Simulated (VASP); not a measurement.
# CdH2O2 (P-3m1) in VASP: single point with PBEsol

Aim: the single point of CdH2O2 with PBEsol.

Program: VASP 6.6.1. These are calculated values, not measurements. Logs are shortened: lines on timing, memory, paths and dates and some standing lists are left out, and cuts for length are marked.

## (1) The cell of the first run

The structure is trigonal, space group P-3m1 (No. 164). Conventional cell: a = 3.516 Å, b = 3.516 Å, c = 4.643 Å, α = 90.00°, β = 90.00°, γ = 120.00°. Within 3.1 Å of Cd (site symmetry -3m) lie 6 O at 2.32 Å and 6 H at 2.91 Å. Within 1.3 Å of H (site symmetry 3m) lie 1 O at 0.97 Å. O (site symmetry 3m) has 1 H at 0.97 Å within 1.3 Å.

## (2) Single point, PBEsol

Contents of INCAR:

```
PREC     = Accurate       # precision mode
ENCUT    = 600            # plane-wave cutoff, eV
EDIFF    = 1E-6           # SCF threshold, eV
ISMEAR   = 0              # smearing method
SIGMA    = 0.01           # smearing width, eV
LREAL    = F              # projectors in reciprocal space
LASPH    = T              # aspherical terms in the spheres
NELM     = 120            # most SCF steps
ALGO     = Normal         # electronic algorithm
ISIF     = 2              # what is computed and relaxed
LWAVE    = F              # write WAVECAR
LCHARG   = F              # write CHGCAR
GGA      = PS             # functional
NBANDS   = 25             # bands
GGA_COMPAT= F
```

Contents of KPOINTS:

```
regular mesh
0
Gamma
  6 6 4
```

Contents of POSCAR:

```
CdH2O2
1.0
    3.5155259600      0.0000000000      0.0000000000
   -1.7577629800      3.0445347900      0.0000000000
    0.0000000000      0.0000000000      4.6429792900
Cd H O
1 2 2
Direct
    0.0000000000      0.0000000000      0.0000000000
    0.6666666667      0.3333333333      0.5509607200
    0.3333333333      0.6666666667      0.4490392800
    0.6666666667      0.3333333333      0.7593720000
    0.3333333333      0.6666666667      0.2406280000
```

Potentials or basis: VASP PAW PBE potentials, release 64 (Cd_sv_GW, H, O).

On the command line:

```sh
$ cat potpaw_PBE.64/Cd_sv_GW/POTCAR potpaw_PBE.64/H/POTCAR potpaw_PBE.64/O/POTCAR > POTCAR
$ mpirun -np 1 vasp_std > vasp.out
```

OUTCAR:

```text
PREC = Accurate
   ENCUT = 600
   EDIFF = 1E-6
   ISMEAR = 0
   LREAL = F
   LASPH = T
   NELM = 120
   ISIF = 2
   GGA = PS

 ion  position               nearest neighbor table
   1  0.000  0.000  0.000-   4 2.32   5 2.32   4 2.32   5 2.32   4 2.32   5 2.32
   2  0.667  0.333  0.551-   4 0.97
   3  0.333  0.667  0.449-   5 0.97
   4  0.667  0.333  0.759-   2 0.97   1 2.32   1 2.32   1 2.32
   5  0.333  0.667  0.241-   3 0.97   1 2.32   1 2.32   1 2.32

  LATTYP: Found a hexagonal cell.
 ALAT       =     3.5155259600
 C/A-ratio  =     1.3207068708

  Lattice vectors:

 A1 = (   3.5155259600,   0.0000000000,   0.0000000000)
 A2 = (  -1.7577629800,   3.0445347900,   0.0000000000)
 A3 = (   0.0000000000,   0.0000000000,   4.6429792900)

Analysis of symmetry for initial positions (statically):
=====================================================================
 Subroutine PRICEL returns:
 Original cell was already a primitive cell.

 Routine SETGRP: Setting up the symmetry group for a
 hexagonal supercell.

 Subroutine GETGRP returns: Found 12 space group operations
 (whereof 12 operations were pure point group operations)
 out of a pool of 24 trial point group operations.

The static configuration has the point symmetry D_3d.

Analysis of symmetry for dynamics (positions and initial velocities):
=====================================================================
 Subroutine PRICEL returns:
 Original cell was already a primitive cell.

 Routine SETGRP: Setting up the symmetry group for a
 hexagonal supercell.

 Subroutine GETGRP returns: Found 12 space group operations
 (whereof 12 operations were pure point group operations)
 out of a pool of 24 trial point group operations.

The dynamic configuration has the point symmetry D_3d.

 Subroutine INISYM returns: Found 12 space group operations
 (whereof 12 operations are pure point group operations),
 and found     1 'primitive' translations

----------------------------------------------------------------------------------------

                                     Primitive cell

  volume of cell :      49.6945

  direct lattice vectors                    reciprocal lattice vectors
     3.515525960  0.000000000  0.000000000     0.284452458  0.164228703  0.000000000
    -1.757762980  3.044534790  0.000000000     0.000000000  0.328457406  0.000000000
     0.000000000  0.000000000  4.642979290     0.000000000  0.000000000  0.215378949

  length of vectors
     3.515525960  3.515525961  4.642979290     0.328457406  0.328457406  0.215378949

  position of ions in fractional coordinates (direct lattice)
     0.000000000  0.000000000  0.000000000
     0.666666667  0.333333333  0.550960720
     0.333333333  0.666666667  0.449039280
     0.666666667  0.333333333  0.759372000
     0.333333333  0.666666667  0.240628000

  ion indices of the primitive-cell ions
   primitive index   ion index
                 1           1
                 2           2
                 3           3
                 4           4
                 5           5

----------------------------------------------------------------------------------------

 KPOINTS: regular mesh

Automatic generation of k-mesh.
 Grid dimensions read from file:
 generate k-points for:    6    6    4

 Generating k-lattice:

  Cartesian coordinates                     Fractional coordinates (reciprocal lattice)
     0.047408743  0.027371451  0.000000000     0.166666667  0.000000000  0.000000000
     0.000000000  0.054742901  0.000000000     0.000000000  0.166666667  0.000000000
     0.000000000  0.000000000  0.053844737     0.000000000  0.000000000  0.250000000

  Length of vectors
     0.054742901  0.054742901  0.053844737

  Shift w.r.t. Gamma in fractional coordinates (k-lattice)
     0.000000000  0.000000000  0.000000000

 Subroutine IBZKPT returns following result:
 ===========================================

 Found     24 irreducible k-points:

 Following reciprocal coordinates:
            Coordinates               Weight
  0.000000  0.000000  0.000000      1.000000
  0.166667  0.000000  0.000000      6.000000
  0.333333  0.000000  0.000000      6.000000
  0.500000  0.000000  0.000000      3.000000
  0.166667  0.166667  0.000000      6.000000
  0.333333  0.166667  0.000000     12.000000
[... 16 lines left out ...]
  0.333333  0.166667  0.500000     12.000000
  0.333333  0.333333  0.500000      2.000000
   k-points           NKPTS =     24   k-points in BZ     NKDIM =     24   number of bands    NBANDS=     25
   number of dos      NEDOS =    301   number of ions     NIONS =      5
   total plane-waves  NPLWV =  31360
   dimension x,y,z NGX =    28 NGY =   28 NGZ =   40
   dimension x,y,z NGXF=    56 NGYF=   56 NGZF=   80
   ions per type =               1   2   2
   NGX,Y,Z   is equivalent  to a cutoff of  13.24, 13.24, 14.32 a.u.
   NGXF,Y,Z  is equivalent  to a cutoff of  26.48, 26.48, 28.64 a.u.
 SYSTEM =  unknown system
   PREC   = accura    normal or accurate (medium, high low for compatibility)
   ISTART =      0    job   : 0-new  1-cont  2-samecut
   ICHARG =      2    charge: 1-file 2-atom 10-const
   ISPIN  =      1    spin polarized calculation?
   LNONCOLLINEAR =      F non collinear calculations
   LSORBIT =      F    spin-orbit coupling
   LASPH  =      T    aspherical Exc in radial PAW
   ENCUT  =  600.0 eV  44.10 Ry    6.64 a.u.   7.02  7.02  9.27*2*pi/ulx,y,z
   NELM   =    120;   NELMIN=  2; NELMDL= -5     # of ELM steps
   EDIFF  = 0.1E-05   stopping-criterion for ELM
   LREAL  =      F    real-space projection
   EDIFFG = 0.1E-04   stopping-criterion for IOM
   NSW    =      0    number of steps for IOM
   IBRION =     -1    ionic relax: 0-MD 1-quasi-New 2-CG
   NFREE  =      0    steps in history (QN), initial steepest desc. (CG)
   ISIF   =      2    stress and relaxation
   ISYM   =      2    0-nonsym 1-usesym 2-fastsym
   POTIM  = 0.5000    time-step for ionic-motion
   TEBEG  =    0.0;   TEEND  =   0.0 temperature during run
   PSTRESS=    0.0 pullay stress
   NELECT =      34.0000    total number of electrons
   NUPDOWN=      -1.0000    fix difference up-down
   EMIN   =  10.00;   EMAX   =-10.00  energy-range for DOS
   EFERMI =   0.00;   METHOD = LEGACY
   ISMEAR =     0;   SIGMA  =   0.01  broadening in eV -4-tet -1-fermi 0-gaus
   EFERMI_NEDOS =   21; number of points for ismear=-14 and -15
   IALGO  =     38    algorithm
   IMIX   =      4    mixing-type and parameters
     AMIX     =   0.40;   BMIX     =  1.00
     AMIX_MAG =   1.60;   BMIX_MAG =  1.00
  volume/ion in A,a.u.               =       9.94        67.07
  Fermi-wavevector in a.u.,A,eV,Ry     =   1.442553  2.726030 28.313172  2.080959
  Thomas-Fermi vector in A             =   2.561060
   LORBIT       =      0    0 simple, 1 ext, 2 COOP (PROOUT), +10 PAW based schemes
   GGA     = PS    functional components
   LHFCALC =     F    Hartree Fock is set to
   AEXX    =    0.0000 exact exchange contribution
   IVDW    =     0    specifies the selected vdW correction
   LEPSILON=     F    determine dielectric tensor
   LRPA    =     F    only Hartree local field effects (RPA)
 non-spin polarized calculation
 Gauss-broadening in eV      SIGMA  =   0.01
  energy-cutoff  :      600.00
  volume of cell :       49.69
 maximum number of plane-waves:      1668
   NGX = 13   NGY = 13   NGZ = 19

 number of electron      34.0000007 magnetization

 Free energy of the ion-electron system (eV)
  ---------------------------------------------------
  ext. energy  EPLUGINS =         0.00000000
  ---------------------------------------------------
  free energy    TOTEN  =       -23.59087778 eV

  energy without entropy =      -23.59087778  energy(sigma->0) =      -23.59087778

 E-fermi :   1.5100     XC(G=0): -10.3374

 val. band max:        1.4223262344   @ k =   0.5000   0.0000   0.0000
 cond. band min:       3.0356434660   @ k =   0.0000   0.0000   0.0000
 fundamental gap:      1.6133172316
 Fermi energy:         1.5100497870

 k-point     1 :       0.0000    0.0000    0.0000
  band No.  band energies     occupation
      1     -98.1524      2.00000
      2     -59.3083      2.00000
      3     -59.2547      2.00000
      4     -59.2547      2.00000
      5     -17.0836      2.00000
      6     -16.0595      2.00000
[... 17 lines left out ...]
     24      16.1498      0.00000
     25      18.5711      0.00000

 k-point     2 :       0.1667    0.0000    0.0000
  band No.  band energies     occupation
      1     -98.1524      2.00000
      2     -59.3081      2.00000
      3     -59.2564      2.00000
      4     -59.2552      2.00000
      5     -16.9788      2.00000
      6     -16.1024      2.00000
[... 17 lines left out ...]
     24      16.4608      0.00000
     25      17.5446      0.00000

 k-point     3 :       0.3333    0.0000    0.0000
  band No.  band energies     occupation
      1     -98.1522      2.00000
      2     -59.3077      2.00000
      3     -59.2594      2.00000
      4     -59.2560      2.00000
      5     -16.7319      2.00000
      6     -16.2185      2.00000
[... 17 lines left out ...]
     24      14.9644      0.00000
     25      16.2926      0.00000

 k-point     4 :       0.5000    0.0000    0.0000
  band No.  band energies     occupation
      1     -98.1522      2.00000
      2     -59.3076      2.00000
      3     -59.2608      2.00000
      4     -59.2564      2.00000
      5     -16.5425      2.00000
      6     -16.3386      2.00000
[... 17 lines left out ...]
     24      14.8479      0.00000
     25      16.1714      0.00000

 k-point     5 :       0.1667    0.1667    0.0000
  band No.  band energies     occupation
      1     -98.1523      2.00000
      2     -59.3078      2.00000
      3     -59.2584      2.00000
      4     -59.2561      2.00000
      5     -16.8036      2.00000
      6     -16.1800      2.00000
[... 17 lines left out ...]
     24      15.1085      0.00000
     25      16.6488      0.00000

 k-point     6 :       0.3333    0.1667    0.0000
  band No.  band energies     occupation
      1     -98.1522      2.00000
      2     -59.3075      2.00000
      3     -59.2601      2.00000
      4     -59.2572      2.00000
      5     -16.5706      2.00000
      6     -16.3087      2.00000
[... 17 lines left out ...]
     24      14.3958      0.00000
     25      16.3402      0.00000
[... 393 lines left out ...]
 k-point    21 :       0.5000    0.0000    0.5000
  band No.  band energies     occupation
      1     -98.1522      2.00000
      2     -59.3077      2.00000
      3     -59.2609      2.00000
      4     -59.2564      2.00000
      5     -16.5401      2.00000
      6     -16.3210      2.00000
[... 17 lines left out ...]
     24      15.0630      0.00000
     25      16.3867      0.00000

 k-point    22 :       0.1667    0.1667    0.5000
  band No.  band energies     occupation
      1     -98.1523      2.00000
      2     -59.3079      2.00000
      3     -59.2585      2.00000
      4     -59.2561      2.00000
      5     -16.6202      2.00000
      6     -16.3665      2.00000
[... 17 lines left out ...]
     24      15.1354      0.00000
     25      17.1302      0.00000

 k-point    23 :       0.3333    0.1667    0.5000
  band No.  band energies     occupation
      1     -98.1522      2.00000
      2     -59.3076      2.00000
      3     -59.2601      2.00000
      4     -59.2572      2.00000
      5     -16.5200      2.00000
      6     -16.3437      2.00000
[... 17 lines left out ...]
     24      16.3035      0.00000
     25      17.2567      0.00000

 k-point    24 :       0.3333    0.3333    0.5000
  band No.  band energies     occupation
      1     -98.1521      2.00000
      2     -59.3076      2.00000
      3     -59.2591      2.00000
      4     -59.2591      2.00000
      5     -16.4127      2.00000
      6     -16.4127      2.00000
[... 17 lines left out ...]
     24      17.7714      0.00000
     25      18.3260      0.00000

------------------------ aborting loop because EDIFF is reached ----------------------------------------

  FORCE on cell =-STRESS in cart. coord.  units (eV):
  Direction    XX          YY          ZZ          XY          YZ          ZX
  --------------------------------------------------------------------------------------
  -------------------------------------------------------------------------------------
  Total       -0.6529690     -0.6529690      0.4865099      0.0000000      0.0000000      0.0000000
  in kB      -21.0520867    -21.0520867     15.6853513      0.0000000      0.0000000      0.0000000
  external PRESSURE =      -8.8062741 kB  Pullay stress =       0.0000000 kB

 VOLUME and BASIS-vectors are now :
 -----------------------------------------------------------------------------
  energy-cutoff  :      600.00
  volume of cell :       49.69
      direct lattice vectors                 reciprocal lattice vectors
     3.515525960  0.000000000  0.000000000     0.284452458  0.164228703  0.000000000
    -1.757762980  3.044534790  0.000000000     0.000000000  0.328457406  0.000000000
     0.000000000  0.000000000  4.642979290     0.000000000  0.000000000  0.215378949

 POSITION                                       TOTAL-FORCE (eV/Angst)
 -----------------------------------------------------------------------------------
      0.00000      0.00000      0.00000        -0.000000      0.000000      0.000000
      1.75776      1.01484      2.55810        -0.000000      0.000000     -0.618188
     -0.00000      2.02969      2.08488        -0.000000      0.000000      0.618188
      1.75776      1.01484      3.52575         0.000000      0.000000      0.775742
     -0.00000      2.02969      1.11723        -0.000000      0.000000     -0.775742
 -----------------------------------------------------------------------------------
    total drift:                                0.000000      0.000000      0.000000

  FREE ENERGIE OF THE ION-ELECTRON SYSTEM (eV)
  ---------------------------------------------------
  free  energy   TOTEN  =       -23.5908777814 eV

  energy  without entropy=      -23.5908777814  energy(sigma->0) =      -23.59087778
```

Run time: 74 s. Hardware: 1 thread of AMD EPYC, shared host; peak memory 0.17 GiB.

What came out:

- Free energy: -23.5909 eV
- Pressure: -0.9 GPa
- Largest force: 0.776 eV/Å
- Band gap on the k mesh: 1.61 eV (least direct gap 1.96 eV)

Forces in eV/Å, atoms in the order of the input:
```
Cd   0.000  0.000  0.000
H    0.000  0.000 -0.618
H    0.000  0.000  0.618
O    0.000  0.000  0.776
O    0.000  0.000 -0.776
```

Stress tensor (GPa, compression positive):
```
-2.11  0.00  0.00
 0.00 -2.11  0.00
 0.00  0.00  1.57
```

Levels at points of the mesh, in eV from the valence-band top:
```csv
k point,band 13,band 14,band 15,band 16,band 17,band 18,band 19,band 20,band 21,band 22
"(0.00, 0.00, 0.00)",-4.21,-1.07,-1.07,-0.35,-0.35,1.61,6.10,9.98,12.78,12.78
"(0.50, 0.00, 0.00)",-3.61,-2.94,-2.48,-2.22,0.00,6.37,6.47,8.79,10.40,11.09
"(0.00, 0.00, 0.50)",-4.90,-1.31,-1.31,-0.07,-0.07,4.27,4.29,11.01,11.21,12.75
"(0.50, 0.00, 0.50)",-4.07,-2.41,-2.05,-1.76,-0.49,5.96,6.92,9.03,9.29,10.34
```

Caveat: the PAW data sets were made with another functional, which shifts forces and pressure a little.
